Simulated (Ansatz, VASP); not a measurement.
Se in VASP and in Ansatz

Contents of INCAR:

```
PREC = Accurate
ENCUT = 600
EDIFF = 1E-6
ISMEAR = 0
SIGMA = 0.1
LREAL = F
LASPH = T
NELM = 100
ALGO = Normal
ISIF = 3
LWAVE = F
LCHARG = F
GGA = PE
IBRION = 2
NSW = 90
EDIFFG = -0.04
```

KPOINTS

```
Automatic mesh
0
Gamma
  4 4 4
```

The input POSCAR:

```
Se
1.0
    4.5712975285      0.0000000000      0.0000000000
    0.0000000000      4.5712975285      0.0000000000
    0.0000000000      0.0000000000      6.1676865541
Se
4
Direct
    0.0780300000      0.0780300000      0.5000000000
    0.4219700000      0.5780300000      0.7500000000
    0.5780300000      0.4219700000      0.2500000000
    0.9219700000      0.9219700000      0.0000000000
```

Input for Ansatz:

```yaml
crystal:
  lattice:
    - [4.5712975285, 0.0, 0.0]
    - [0.0, 4.5712975285, 0.0]
    - [0.0, 0.0, 6.1676865541]
  atoms:
    - { symbol: Se, position: [0.07803, 0.07803, 0.5] }
    - { symbol: Se, position: [0.42197, 0.57803, 0.75] }
    - { symbol: Se, position: [0.57803, 0.42197, 0.25] }
    - { symbol: Se, position: [0.92197, 0.92197, 0.0] }
basis:
  ecutwfc: 420
kpoints:
  mp_grid: { grid: [4, 4, 4] }
hamiltonian:
  xc: pbe
scf:
  occupations: { method: gaussian, width: 0.1 }
  lower_state_search: "off"
output:
  forces: true
  stress: true
  eigenvalues: true
relax:
  adjacent_minimum: "off"
  f_tol: 0.04
  max_steps: 70
  cell: { stress_tol: 0.4 }
```

Alike in both runs: task relaxation of cell and atoms; functional PBE; k mesh 4 × 4 × 4; occupations gaussian, width 0.1 eV; no spin polarisation.

|  | VASP | Ansatz |
| --- | --- | --- |
| version | VASP 6.6.1 | Ansatz 0.2.0 |
| potentials or method | VASP PAW PBE potentials, release 64 (Se), cutoff 600 eV | scalar-relativistic, plane waves, PAW |
| valence electrons in the cell | 24 | 64 |

```csv
,VASP,Ansatz,Ansatz less VASP
relaxed volume (Å³/atom),24.52,24.03,-0.497
relaxed cell length with the largest relative difference (Å),6.670,6.615,-0.0558
```

VASP's potentials hold 24 valence electrons a cell and Ansatz's 64, so a difference there can come from the potentials and not from the codes.

Noted on VASP's run: the volume moved by over 15 % at a fixed basis, so the end points are rough.
